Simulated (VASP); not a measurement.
# Ni (Fm-3m) in VASP: notebook, part 2 of 3

VASP 6.6.1. The steps go on from the part before.

### Step 4. Single point, LDA, collinear spin, antiferromagnetic start

Input file INCAR:

```
PREC = Accurate
ENCUT = 520
EDIFF = 1E-6
ISMEAR = -1
SIGMA = 0.05
LREAL = False
LASPH = True
NELM = 150
ALGO = Normal
ISIF = 2
LWAVE = False
LCHARG = False
ISPIN = 2
MAGMOM = 2 -2
LORBIT = 11
LMAXMIX = 4
NBANDS = 21
```

Input file KPOINTS:

```
Automatic mesh
0
Gamma
  7 14 14
```

Input file POSCAR:

```
Ni
1.0
    0.0000000000      3.5270600000      3.5270600000
    1.7635300000      0.0000000000      1.7635300000
    1.7635300000      1.7635300000      0.0000000000
Ni
2
Direct
    0.0000000000      0.0000000000      0.0000000000
    0.5000000000      0.0000000000      0.0000000000
```

Potentials or basis: VASP PAW LDA potentials, release 64 (Ni).

Command:

```bash
cat potpaw_LDA.64/Ni/POTCAR > POTCAR
mpirun -np 1 vasp_std > vasp.out
```

OUTCAR:

```text
PREC = Accurate
   ENCUT = 520
   EDIFF = 1E-6
   ISMEAR = -1
   LREAL = False
   LASPH = True
   NELM = 150
   ISIF = 2
   ISPIN = 2
   LORBIT = 11

 ion  position               nearest neighbor table
   1  0.000  0.000  0.000-   2 2.49   2 2.49   2 2.49   2 2.49   2 2.49   2 2.49
   2  0.500  0.000  0.000-   1 2.49   1 2.49   1 2.49   1 2.49   1 2.49   1 2.49

  LATTYP: Found a trigonal (rhomboedric) cell.
 ALAT       =     4.3197486461
 COS(alpha) =     0.8333333333

  Lattice vectors:

 A1 = (   1.7635300000,  -1.7635300000,  -3.5270600000)
 A2 = (   3.5270600000,  -1.7635300000,  -1.7635300000)
 A3 = (   1.7635300000,  -3.5270600000,  -1.7635300000)

Analysis of symmetry for initial positions (statically):
=====================================================================
 Subroutine PRICEL returns following result:

  LATTYP: Found a face centered cubic cell.
 ALAT       =     3.5270600000
[... 12 lines left out ...]
 Subroutine GETGRP returns: Found 12 space group operations
 (whereof 12 operations were pure point group operations)
 out of a pool of 12 trial point group operations.

[... 803 lines left out ...]

 k-point     1 :       0.0000    0.0000    0.0000
  band No.  band energies     occupation
      1       0.0020      1.00000
      2       4.3606      1.00000
      3       6.8510      1.00000
      4       6.8510      1.00000
      5       6.8949      1.00000
      6       6.9077      1.00000
[... 565 lines left out ...]
     20      36.0313      0.00000
     21      36.9032      0.00000

 [... further k-points ...]
[... 5 lines left out ...]
  --------------------------------------------------------------------------------------
  -------------------------------------------------------------------------------------
  Total       -2.6013974     -2.6013974     -2.6013974     -0.0006197      0.0006197     -0.0006197
  in kB     -189.9803743   -189.9803743   -189.9803743     -0.0452588      0.0452588     -0.0452588
  external PRESSURE =    -189.9803743 kB  Pullay stress =       0.0000000 kB

 VOLUME and BASIS-vectors are now :
 -----------------------------------------------------------------------------
  energy-cutoff  :      520.00
  volume of cell :       21.94
      direct lattice vectors                 reciprocal lattice vectors
     0.000000000  3.527060000  3.527060000    -0.141761127  0.141761127  0.141761127
     1.763530000  0.000000000  1.763530000     0.283522254 -0.283522254  0.283522254
     1.763530000  1.763530000  0.000000000     0.283522254  0.283522254 -0.283522254

 POSITION                                       TOTAL-FORCE (eV/Angst)
 -----------------------------------------------------------------------------------
      0.00000      0.00000      0.00000        -0.000000      0.000000      0.000000
      0.00000      1.76353      1.76353         0.000000     -0.000000     -0.000000
 -----------------------------------------------------------------------------------
    total drift:                               -0.000000     -0.000000     -0.000000

  FREE ENERGIE OF THE ION-ELECTRON SYSTEM (eV)
  ---------------------------------------------------
  free  energy   TOTEN  =       -12.9832967080 eV

  energy  without entropy=      -12.9204457314  energy(sigma->0) =      -12.95187122

 total charge

# of ion       s       p       d       tot
------------------------------------------
    1        0.494   0.486   8.327   9.307
    2        0.494   0.486   8.327   9.307
--------------------------------------------------
tot          0.988   0.972  16.655  18.614

 magnetization (x)

# of ion       s       p       d       tot
------------------------------------------
    1       -0.000   0.000   0.063   0.063
    2        0.000  -0.000  -0.063  -0.063
--------------------------------------------------
tot          0.000   0.000   0.000   0.000
```

OSZICAR:

```text
N       E                     dE             d eps       ncg     rms          rms(c)
DAV:   1     0.956708802017E+02    0.95671E+02   -0.88924E+03 13237   0.136E+03
DAV:   2    -0.887314311174E+01   -0.10454E+03   -0.96416E+02 12356   0.235E+02
DAV:   3    -0.147449931307E+02   -0.58719E+01   -0.56746E+01 13902   0.641E+01
[... 12 lines left out ...]
DAV:  16    -0.129832847525E+02   -0.93135E-05   -0.11558E-04 20690   0.136E-01    0.133E-02
DAV:  17    -0.129832928675E+02   -0.81150E-05   -0.30741E-04 17366   0.239E-01    0.532E-03
DAV:  18    -0.129832957455E+02   -0.28780E-05   -0.18954E-04 18947   0.183E-01    0.306E-03
DAV:  19    -0.129832965088E+02   -0.76337E-06   -0.18730E-05 14936   0.501E-02    0.199E-03
DAV:  20    -0.129832967080E+02   -0.19913E-06   -0.83012E-06  6808   0.364E-02
   1 F= -.12983297E+02 E0= -.12951871E+02  d E =-.628510E-01  mag=     0.0000
```

stdout:

```text
POSCAR found type information on POSCAR Ni
 POSCAR found :  1 types and       2 ions
 scaLAPACK will be used
 LDA part: xc-table for (Slater(with rela. corr.)+CA(PZ))
 , standard interpolation
 -----------------------------------------------------------------------------
|                                                                             |
|           W    W    AA    RRRRR   N    N  II  N    N   GGGG   !!!           |
|           W    W   A  A   R    R  NN   N  II  NN   N  G    G  !!!           |
|           W    W  A    A  R    R  N N  N  II  N N  N  G       !!!           |
|           W WW W  AAAAAA  RRRRR   N  N N  II  N  N N  G  GGG   !            |
|           WW  WW  A    A  R   R   N   NN  II  N   NN  G    G                |
|           W    W  A    A  R    R  N    N  II  N    N   GGGG   !!!           |
|                                                                             |
|     Your reciprocal lattice and k-lattice belong to different lattice       |
|     classes:                                                                |
|                                                                             |
|        The reciprocal lattice is rhombohedral (trigonal),                   |
|        whereas your k-lattice is body-centered cubic.                       |
|                                                                             |
|     Results are often still useful ...                                      |
|                                                                             |
 -----------------------------------------------------------------------------

 POSCAR, INCAR and KPOINTS ok, starting setup
 FFT: planning ... GRIDC
 FFT: planning ... GRID_SOFT
 FFT: planning ... GRID
 WAVECAR not read
 entering main loop
```

Run time: 95 s. Hardware: 1 thread of Intel Xeon 6975P-C (Granite Rapids), shared host; peak memory 0.2 GiB.

What came out:

| Quantity | Value |
| --- | --- |
| Free energy | -12.9833 eV |
| Pressure | -19.0 GPa |
| Band gap on the k mesh | zero (filled and empty bands overlap) |
| Net moment | 0.00 μB per cell |
| Site moments | Ni +0.06, -0.06 μB |
| Valence electrons inside the program's atomic spheres | Ni 9.31 |

### Step 5. Single point, LDA, collinear spin, ferromagnetic start

Input file INCAR:

```
SYSTEM = Ni
PREC = Accurate ; ENCUT = 520
EDIFF = 1E-6 ; ISMEAR = -1
SIGMA = 0.05 ; LREAL = .FALSE.
LASPH = .TRUE. ; NELM = 150
ALGO = Normal ; ISIF = 2
LWAVE = .FALSE. ; LCHARG = .TRUE.
ISPIN = 2 ; MAGMOM = 0.2 0.2
LORBIT = 11 ; LMAXMIX = 4
GGA = CA ; LELF = .TRUE.
LVHAR = .TRUE. ; NBANDS = 21
```

Input file KPOINTS:

```
regular mesh
0
G
  7 14 14
  0 0 0
```

POSCAR is that of step 4.

Potentials or basis: VASP PAW LDA potentials, release 64 (Ni).

Command:

```bash
cat potpaw_LDA.64/Ni/POTCAR > POTCAR
mpirun -np 1 vasp_std > vasp.out
```

OUTCAR:

```text
SYSTEM = Ni
   PREC = Accurate
   ENCUT = 520
   EDIFF = 1E-6
   ISMEAR = -1
   LREAL = .FALSE.
   LASPH = .TRUE.
   NELM = 150
   ISIF = 2
   ISPIN = 2
   LORBIT = 11
   GGA = CA

 ion  position               nearest neighbor table
   1  0.000  0.000  0.000-   2 2.49   2 2.49   2 2.49   2 2.49   2 2.49   2 2.49
   2  0.500  0.000  0.000-   1 2.49   1 2.49   1 2.49   1 2.49   1 2.49   1 2.49

  LATTYP: Found a trigonal (rhomboedric) cell.
 ALAT       =     4.3197486461
 COS(alpha) =     0.8333333333

  Lattice vectors:

 A1 = (   1.7635300000,  -1.7635300000,  -3.5270600000)
 A2 = (   3.5270600000,  -1.7635300000,  -1.7635300000)
 A3 = (   1.7635300000,  -3.5270600000,  -1.7635300000)

Analysis of symmetry for initial positions (statically):
=====================================================================
 Subroutine PRICEL returns following result:

  LATTYP: Found a face centered cubic cell.
 ALAT       =     3.5270600000
[... 12 lines left out ...]
 Subroutine GETGRP returns: Found 12 space group operations
 (whereof 12 operations were pure point group operations)
 out of a pool of 12 trial point group operations.
[... 804 lines left out ...]
  band No.  band energies     occupation
      1       0.0179      1.00000
      2       4.5323      1.00000
      3       7.1170      1.00000
      4       7.1170      1.00000
      5       7.1776      1.00000
      6       7.1776      1.00000
[... 565 lines left out ...]
     20      36.0859      0.00000
     21      36.9599      0.00000

 [... further k-points ...]
[... 5 lines left out ...]
  --------------------------------------------------------------------------------------
  -------------------------------------------------------------------------------------
  Total       -2.5191337     -2.5191337     -2.5191337     -0.0000028      0.0000028     -0.0000028
  in kB     -183.9726420   -183.9726420   -183.9726420     -0.0002037      0.0002037     -0.0002037
  external PRESSURE =    -183.9726420 kB  Pullay stress =       0.0000000 kB

 VOLUME and BASIS-vectors are now :
 -----------------------------------------------------------------------------
  energy-cutoff  :      520.00
  volume of cell :       21.94
      direct lattice vectors                 reciprocal lattice vectors
     0.000000000  3.527060000  3.527060000    -0.141761127  0.141761127  0.141761127
     1.763530000  0.000000000  1.763530000     0.283522254 -0.283522254  0.283522254
     1.763530000  1.763530000  0.000000000     0.283522254  0.283522254 -0.283522254

 POSITION                                       TOTAL-FORCE (eV/Angst)
 -----------------------------------------------------------------------------------
      0.00000      0.00000      0.00000         0.000000     -0.000000     -0.000000
      0.00000      1.76353      1.76353        -0.000000      0.000000      0.000000
 -----------------------------------------------------------------------------------
    total drift:                               -0.000000     -0.000000     -0.000000

  FREE ENERGIE OF THE ION-ELECTRON SYSTEM (eV)
  ---------------------------------------------------
  free  energy   TOTEN  =       -13.0536996074 eV

  energy  without entropy=      -13.0205997970  energy(sigma->0) =      -13.03714970

 total charge

# of ion       s       p       d       tot
------------------------------------------
    1        0.495   0.488   8.323   9.306
    2        0.495   0.488   8.323   9.306
--------------------------------------------------
tot          0.989   0.976  16.647  18.612

 magnetization (x)

# of ion       s       p       d       tot
------------------------------------------
    1       -0.006  -0.019   0.585   0.560
    2       -0.006  -0.019   0.585   0.560
--------------------------------------------------
tot         -0.013  -0.038   1.171   1.120
```

OSZICAR:

```text
N       E                     dE             d eps       ncg     rms          rms(c)
DAV:   1     0.949237010882E+02    0.94924E+02   -0.85810E+03 13231   0.132E+03
DAV:   2    -0.939066708650E+01   -0.10431E+03   -0.96207E+02 12356   0.234E+02
DAV:   3    -0.151776621512E+02   -0.57870E+01   -0.55322E+01 13889   0.633E+01
DAV:   4    -0.152575619688E+02   -0.79900E-01   -0.79805E-01 13819   0.697E+00
DAV:   5    -0.152600429346E+02   -0.24810E-02   -0.24808E-02 13842   0.122E+00    0.141E+01
DAV:   6    -0.138588665550E+02    0.14012E+01   -0.83082E+00 14320   0.613E+01    0.931E+00
DAV:   7    -0.130859162279E+02    0.77295E+00   -0.20794E+00 14165   0.259E+01    0.268E+00
DAV:   8    -0.130579414368E+02    0.27975E-01   -0.20860E-02 16048   0.194E+00    0.113E+00
DAV:   9    -0.130543739066E+02    0.35675E-02   -0.11623E-03 16651   0.396E-01    0.574E-01
DAV:  10    -0.130542681485E+02    0.10576E-03   -0.57560E-05 15986   0.812E-02    0.509E-01
DAV:  11    -0.130537431745E+02    0.52497E-03   -0.38502E-04 15517   0.393E-01    0.361E-02
DAV:  12    -0.130537042474E+02    0.38927E-04   -0.33244E-05 14545   0.435E-02    0.208E-02
DAV:  13    -0.130536992157E+02    0.50317E-05   -0.24687E-06 12619   0.150E-02    0.165E-02
DAV:  14    -0.130536996074E+02   -0.39174E-06   -0.21692E-07  6981   0.842E-03
   1 F= -.13053700E+02 E0= -.13037150E+02  d E =-.330998E-01  mag=     1.1067
```

Run time: 81 s. Hardware: 1 thread of Intel Xeon 6975P-C (Granite Rapids), shared host; peak memory 0.2 GiB.

What came out:

- Free energy: -13.0537 eV
- Pressure: -18.4 GPa
- Net moment: 1.11 μB per cell
- Site moments: Ni +0.56 μB
- Valence electrons inside the program's atomic spheres: Ni 9.31

[end of part 2 of 3]
